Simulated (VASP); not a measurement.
Here is a VASP 6.6.1 calculation.

File INCAR:

```
SYSTEM = Zn
PREC = Accurate
ENCUT = 520
EDIFF = 1E-8
ISMEAR = -1
SIGMA = 0.15
LREAL = .False.
LASPH = .True.
NELM = 100
ALGO = Fast
ISIF = 2
LWAVE = .False.
LCHARG = .True.
GGA = PE
NBANDS = 19
IBRION = 8
NSW = 1
```

The input KPOINTS:

```
regular mesh
0
Gamma
  27 27 12
  0 0 0
```

Contents of POSCAR:

```
Zn
1.0
    2.6468650898      0.0000000000      0.0000000000
   -1.3234325449      2.2922524081      0.0000000000
    0.0000000000      0.0000000000      5.0305543805
Zn
2
Direct
    0.3333333333      0.6666666667      0.2500000000
    0.6666666667      0.3333333333      0.7500000000
```

Potentials or basis: VASP PAW PBE potentials, release 64 (Zn).

Command:

```sh
$ cat potpaw_PBE.64/Zn/POTCAR > POTCAR
$ mpirun -np 1 vasp_std > vasp.out
```

**Question.** What does it give for the highest phonon frequency at Γ?

**Answer.** 133 cm⁻¹.

Phonon frequencies in cm⁻¹ (negative: imaginary):
| q point | frequencies |
| --- | --- |
| (0.000, 0.000, 0.000) | 0 0 0 63 63 133 |
